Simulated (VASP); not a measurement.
# Ca (P6/mmm) in VASP: further runs

The runs below take Ca through single point, relaxation of cell and atoms, with PBE.

Program: VASP 6.6.1. These are calculated values, not measurements. Logs are shortened: lines on timing, memory, paths and dates and some standing lists are left out, and cuts for length are marked.

**1. The cell of the first run**

Symmetry: P6/mmm, No. 191, hexagonal system. The conventional cell has a = 4.165 Å, b = 4.165 Å, c = 6.147 Å, α = 90.00°, β = 90.00°, γ = 120.00°. Within 3.9 Å of Ca (site symmetry 6mm) lie 2 Ca at 2.96 to 3.18 Å.

The cell was generated, and may not be a known phase.

**2. Single point, PBE**

INCAR reads:

```
PREC = Accurate
ENCUT = 520
EDIFF = 1E-7
ISMEAR = 0
SIGMA = 0.1
LREAL = F
LASPH = T
NELM = 100
ALGO = Normal
ISIF = 2
LWAVE = F
LCHARG = F
GGA = PE
NBANDS = 17
```

KPOINTS reads:

```
Automatic mesh
0
Gamma
  6 6 4
```

POSCAR reads:

```
Ca
1.0
    4.1646681100      0.0000000000      0.0000000000
   -2.0823340500      3.6067083800      0.0000000000
    0.0000000000      0.0000000000      6.1466771700
Ca
2
Direct
    0.0000000000      0.0000000000      0.2589133300
    0.0000000000      0.0000000000      0.7410866700
```

Potentials or basis: VASP PAW PBE potentials, release 64 (Ca_sv).

On the command line:

```
> cat potpaw_PBE.64/Ca_sv/POTCAR > POTCAR
> mpirun -np 1 vasp_std > vasp.out
```

OUTCAR:

```text
PREC = Accurate
   ENCUT = 520
   EDIFF = 1E-7
   ISMEAR = 0
   LREAL = F
   LASPH = T
   NELM = 100
   ISIF = 2
   GGA = PE

 ion  position               nearest neighbor table
   1  0.000  0.000  0.259-   2 2.96
   2  0.000  0.000  0.741-   1 2.96

  LATTYP: Found a hexagonal cell.
 ALAT       =     4.1646681100
 C/A-ratio  =     1.4759104466

  Lattice vectors:

 A1 = (   4.1646681100,   0.0000000000,   0.0000000000)
 A2 = (  -2.0823340500,   3.6067083800,   0.0000000000)
 A3 = (   0.0000000000,   0.0000000000,   6.1466771700)

Analysis of symmetry for initial positions (statically):
=====================================================================
 Subroutine PRICEL returns:
 Original cell was already a primitive cell.

 Routine SETGRP: Setting up the symmetry group for a
 hexagonal supercell.

 Subroutine GETGRP returns: Found 24 space group operations
 (whereof 24 operations were pure point group operations)
 out of a pool of 24 trial point group operations.

The static configuration has the point symmetry D_6h.

Analysis of symmetry for dynamics (positions and initial velocities):
=====================================================================
 Subroutine PRICEL returns:
 Original cell was already a primitive cell.

 Routine SETGRP: Setting up the symmetry group for a
 hexagonal supercell.

 Subroutine GETGRP returns: Found 24 space group operations
 (whereof 24 operations were pure point group operations)
 out of a pool of 24 trial point group operations.

The dynamic configuration has the point symmetry D_6h.

 Subroutine INISYM returns: Found 24 space group operations
 (whereof 24 operations are pure point group operations),
 and found     1 'primitive' translations

----------------------------------------------------------------------------------------

                                     Primitive cell

  volume of cell :      92.3277

  direct lattice vectors                    reciprocal lattice vectors
     4.164668110  0.000000000  0.000000000     0.240115172  0.138630559  0.000000000
    -2.082334050  3.606708380  0.000000000     0.000000000  0.277261119  0.000000000
     0.000000000  0.000000000  6.146677170     0.000000000  0.000000000  0.162689527

  length of vectors
     4.164668110  4.164668106  6.146677170     0.277261118  0.277261119  0.162689527

  position of ions in fractional coordinates (direct lattice)
     0.000000000  0.000000000  0.258913330
     0.000000000  0.000000000  0.741086670

  ion indices of the primitive-cell ions
   primitive index   ion index
                 1           1
                 2           2

----------------------------------------------------------------------------------------

 KPOINTS: Automatic mesh

Automatic generation of k-mesh.
 Grid dimensions read from file:
 generate k-points for:    6    6    4

 Generating k-lattice:

  Cartesian coordinates                     Fractional coordinates (reciprocal lattice)
     0.040019195  0.023105093  0.000000000     0.166666667  0.000000000  0.000000000
     0.000000000  0.046210186  0.000000000     0.000000000  0.166666667  0.000000000
     0.000000000  0.000000000  0.040672382     0.000000000  0.000000000  0.250000000

  Length of vectors
     0.046210186  0.046210186  0.040672382

  Shift w.r.t. Gamma in fractional coordinates (k-lattice)
     0.000000000  0.000000000  0.000000000

 Subroutine IBZKPT returns following result:
 ===========================================

 Found     21 irreducible k-points:

 Following reciprocal coordinates:
            Coordinates               Weight
  0.000000  0.000000  0.000000      1.000000
  0.166667 -0.000000  0.000000      6.000000
  0.333333 -0.000000  0.000000      6.000000
  0.500000  0.000000  0.000000      3.000000
  0.166667  0.166667  0.000000      6.000000
  0.333333  0.166667  0.000000     12.000000
[... 13 lines left out ...]
  0.333333  0.166667  0.500000     12.000000
  0.333333  0.333333  0.500000      2.000000
   k-points           NKPTS =     21   k-points in BZ     NKDIM =     21   number of bands    NBANDS=     17
   number of dos      NEDOS =    301   number of ions     NIONS =      2
   total plane-waves  NPLWV =  49152
   dimension x,y,z NGX =    32 NGY =   32 NGZ =   48
   dimension x,y,z NGXF=    64 NGYF=   64 NGZF=   96
   ions per type =               2
   NGX,Y,Z   is equivalent  to a cutoff of  12.77, 12.77, 12.98 a.u.
   NGXF,Y,Z  is equivalent  to a cutoff of  25.55, 25.55, 25.96 a.u.
 SYSTEM =  unknown system
   PREC   = accura    normal or accurate (medium, high low for compatibility)
   ISTART =      0    job   : 0-new  1-cont  2-samecut
   ICHARG =      2    charge: 1-file 2-atom 10-const
   ISPIN  =      1    spin polarized calculation?
   LNONCOLLINEAR =      F non collinear calculations
   LSORBIT =      F    spin-orbit coupling
   LASPH  =      T    aspherical Exc in radial PAW
   ENCUT  =  520.0 eV  38.22 Ry    6.18 a.u.   7.74  7.74 11.43*2*pi/ulx,y,z
   NELM   =    100;   NELMIN=  2; NELMDL= -5     # of ELM steps
   EDIFF  = 0.1E-06   stopping-criterion for ELM
   LREAL  =      F    real-space projection
   EDIFFG = 0.1E-05   stopping-criterion for IOM
   NSW    =      0    number of steps for IOM
   IBRION =     -1    ionic relax: 0-MD 1-quasi-New 2-CG
   NFREE  =      0    steps in history (QN), initial steepest desc. (CG)
   ISIF   =      2    stress and relaxation
   ISYM   =      2    0-nonsym 1-usesym 2-fastsym
   POTIM  = 0.5000    time-step for ionic-motion
   TEBEG  =    0.0;   TEEND  =   0.0 temperature during run
   PSTRESS=    0.0 pullay stress
   NELECT =      20.0000    total number of electrons
   NUPDOWN=      -1.0000    fix difference up-down
   EMIN   =  10.00;   EMAX   =-10.00  energy-range for DOS
   EFERMI =   0.00;   METHOD = LEGACY
   ISMEAR =     0;   SIGMA  =   0.10  broadening in eV -4-tet -1-fermi 0-gaus
   EFERMI_NEDOS =   21; number of points for ismear=-14 and -15
   IALGO  =     38    algorithm
   IMIX   =      4    mixing-type and parameters
     AMIX     =   0.40;   BMIX     =  1.00
     AMIX_MAG =   1.60;   BMIX_MAG =  1.00
  volume/ion in A,a.u.               =      46.16       311.53
  Fermi-wavevector in a.u.,A,eV,Ry     =   0.983198  1.857974 13.152451  0.966678
  Thomas-Fermi vector in A             =   2.114338
   LORBIT       =      0    0 simple, 1 ext, 2 COOP (PROOUT), +10 PAW based schemes
   GGA     = PE    functional components
   LHFCALC =     F    Hartree Fock is set to
   AEXX    =    0.0000 exact exchange contribution
   IVDW    =     0    specifies the selected vdW correction
   LEPSILON=     F    determine dielectric tensor
   LRPA    =     F    only Hartree local field effects (RPA)
 non-spin polarized calculation
 Gauss-broadening in eV      SIGMA  =   0.10
  energy-cutoff  :      520.00
  volume of cell :       92.33
 maximum number of plane-waves:      2525
 NGX is ok and might be reduce to    32
   NGX = 15   NGY = 15   NGZ = 23

 number of electron      19.9999999 magnetization

 Free energy of the ion-electron system (eV)
  ---------------------------------------------------
  ext. energy  EPLUGINS =         0.00000000
  ---------------------------------------------------
  free energy    TOTEN  =        -2.69097016 eV

  energy without entropy =       -2.67086194  energy(sigma->0) =       -2.68091605

 E-fermi :   1.4742     XC(G=0):  -7.4066

 val. band max:        1.4174843467   @ k =   0.3333   0.1667   0.0000
 cond. band min:       1.4953454131   @ k =   0.1667   0.1667   0.0000
 fundamental gap:      0.0778610665
 Fermi energy:         1.4741683961

 k-point     1 :       0.0000    0.0000    0.0000
  band No.  band energies     occupation
      1     -40.7910      2.00000
      2     -40.7010      2.00000
      3     -22.1918      2.00000
      4     -21.7132      2.00000
      5     -21.7132      2.00000
      6     -21.6335      2.00000
[... 9 lines left out ...]
     16       3.4589      0.00000
     17       4.3763      0.00000

 k-point     2 :       0.1667   -0.0000    0.0000
  band No.  band energies     occupation
      1     -40.7901      2.00000
      2     -40.7002      2.00000
      3     -22.1894      2.00000
      4     -21.7271      2.00000
      5     -21.7166      2.00000
      6     -21.6451      2.00000
[... 9 lines left out ...]
     16       3.7548      0.00000
     17       4.1969      0.00000

 k-point     3 :       0.3333   -0.0000    0.0000
  band No.  band energies     occupation
      1     -40.7882      2.00000
      2     -40.6985      2.00000
      3     -22.1847      2.00000
      4     -21.7548      2.00000
      5     -21.7234      2.00000
      6     -21.6680      2.00000
[... 9 lines left out ...]
     16       4.3985      0.00000
     17       4.4432      0.00000

 k-point     4 :       0.5000    0.0000    0.0000
  band No.  band energies     occupation
      1     -40.7873      2.00000
      2     -40.6977      2.00000
      3     -22.1823      2.00000
      4     -21.7685      2.00000
      5     -21.7268      2.00000
      6     -21.6794      2.00000
[... 9 lines left out ...]
     16       4.9102      0.00000
     17       4.9992      0.00000
[... 283 lines left out ...]
      1     -40.7607      2.00000
      2     -40.7274      2.00000
      3     -21.9504      2.00000
      4     -21.7559      2.00000
      5     -21.7164      2.00000
      6     -21.6970      2.00000
[... 9 lines left out ...]
     16       3.8608      0.00000
     17       4.0707      0.00000

 k-point    20 :       0.3333    0.1667    0.5000
  band No.  band energies     occupation
      1     -40.7594      2.00000
      2     -40.7261      2.00000
      3     -21.9477      2.00000
      4     -21.7534      2.00000
      5     -21.7316      2.00000
      6     -21.7059      2.00000
[... 9 lines left out ...]
     16       4.0551      0.00000
     17       4.1750      0.00000

 k-point    21 :       0.3333    0.3333    0.5000
  band No.  band energies     occupation
      1     -40.7590      2.00000
      2     -40.7257      2.00000
      3     -21.9468      2.00000
      4     -21.7526      2.00000
      5     -21.7228      2.00000
      6     -21.7228      2.00000
[... 9 lines left out ...]
     16       4.0754      0.00000
     17       4.3781      0.00000

------------------------ aborting loop because EDIFF is reached ----------------------------------------

  FORCE on cell =-STRESS in cart. coord.  units (eV):
  Direction    XX          YY          ZZ          XY          YZ          ZX
  --------------------------------------------------------------------------------------
  -------------------------------------------------------------------------------------
  Total       -2.9250547     -2.9250547      5.4536414     -0.0000000     -0.0000000      0.0000000
  in kB      -50.7589637    -50.7589637     94.6379510     -0.0000001     -0.0000000      0.0000000
  external PRESSURE =      -2.2933254 kB  Pullay stress =       0.0000000 kB

 VOLUME and BASIS-vectors are now :
 -----------------------------------------------------------------------------
  energy-cutoff  :      520.00
  volume of cell :       92.33
      direct lattice vectors                 reciprocal lattice vectors
     4.164668110  0.000000000  0.000000000     0.240115172  0.138630559  0.000000000
    -2.082334050  3.606708380  0.000000000     0.000000000  0.277261119  0.000000000
     0.000000000  0.000000000  6.146677170     0.000000000  0.000000000  0.162689527

 POSITION                                       TOTAL-FORCE (eV/Angst)
 -----------------------------------------------------------------------------------
      0.00000      0.00000      1.59146        -0.000000     -0.000000     -0.470575
      0.00000      0.00000      4.55522         0.000000      0.000000      0.470575
 -----------------------------------------------------------------------------------
    total drift:                                0.000000      0.000000      0.000000

  FREE ENERGIE OF THE ION-ELECTRON SYSTEM (eV)
  ---------------------------------------------------
  free  energy   TOTEN  =        -2.6909701644 eV

  energy  without entropy=       -2.6708619410  energy(sigma->0) =       -2.68091605
```

Wall time 42 s (1 thread of Oxide Virtual Turin-like, shared host); peak memory 0.17 GiB.

What came out:

```
Free energy            : -2.6910 eV
Pressure               : -0.2 GPa
Largest force          : 0.471 eV/Å
Band gap on the k mesh : zero (bands 10 and 11 overlap by 0.36 eV)
```

Forces on the atoms (eV/Å):
```
Ca   0.000  0.000 -0.471
Ca   0.000  0.000  0.471
```

Stress tensor (GPa, compression positive):
```
-5.08  0.00  0.00
 0.00 -5.08  0.00
 0.00  0.00  9.46
```

Caveat: the stress differs along the axes, from -5 to 9 GPa.

[end of part 1 of 2]

The gap in the log of VASP goes by the Fermi energy; the results here count the filled bands.